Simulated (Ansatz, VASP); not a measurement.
# One calculation of As, two programs

File INCAR:

```
SYSTEM = As
PREC = Accurate
ENCUT = 500
EDIFF = 1E-6
ISMEAR = -1
SIGMA = 0.05
LREAL = .False.
LASPH = .True.
NELM = 120
ALGO = Normal
ISIF = 2
LWAVE = .False.
LCHARG = .False.
GGA = PS
NBANDS = 8
GGA_COMPAT = .False.
```

Contents of KPOINTS:

```
regular mesh
0
Gamma
  10 10 10
  0 0 0
```

POSCAR

```
As
1.0
    2.7311309938      0.0000000000      0.0000000000
    0.0000000000      2.7311309938      0.0000000000
    0.0000000000      0.0000000000      2.6496081095
As
1
Direct
    0.5000000000      0.5000000000      0.5000000000
```

Contents of input.yaml:

```yaml
crystal:
  lattice:
    - [2.7311309938, 0.0, 0.0]
    - [0.0, 2.7311309938, 0.0]
    - [0.0, 0.0, 2.6496081095]
  atoms:
    - { symbol: As, position: [0.5, 0.5, 0.5] }
kpoints:
  mp_grid: { grid: [10, 10, 10] }
  band_path:
    path:
      - [0.0, 0.0, 0.0]
      - [0.0, 0.5, 0.0]
      - [0.5, 0.5, 0.0]
      - [0.0, 0.0, 0.0]
      - [0.0, 0.0, 0.5]
      - [0.0, 0.5, 0.5]
      - [0.5, 0.5, 0.5]
      - [0.0, 0.0, 0.5]
    npoints: 12
scf:
  occupations: { method: fermi_dirac, width: 0.05 }
hamiltonian:
  xc: pbesol
  pseudopotentials: { kind: all_electron, lapw: { basis_error: 0.001 } }
output:
  forces: true
  stress: true
  eigenvalues: true
```

Change from the starting cell: strain_z_fixed_volume = -0.02.

Alike in both runs: functional PBEsol; k mesh 10 × 10 × 10; occupations fermi-dirac, width 0.05 eV; no spin polarisation.

```csv
,VASP,Ansatz
version,VASP 6.6.1,Ansatz 0.2.0
potentials or method,"VASP PAW PBE potentials, release 64 (As), cutoff 500 eV","all-electron LAPW, scalar-relativistic"
task,single point,band structure
```

```tsv
	VASP	Ansatz	Ansatz less VASP
gap on the k mesh at the Fermi level (eV)	none	none	-
pressure (GPa)	-1.1	-1.4	-0.29
traceless stress, the component that is largest in VASP (GPa)	3.79	3.74	-0.053
```

VASP's potentials were made for PBE, not for PBEsol. A gap of «none» marks a metal or a gap that the smearing closes. Ansatz ran all-electron here, and VASP with PAW potentials.
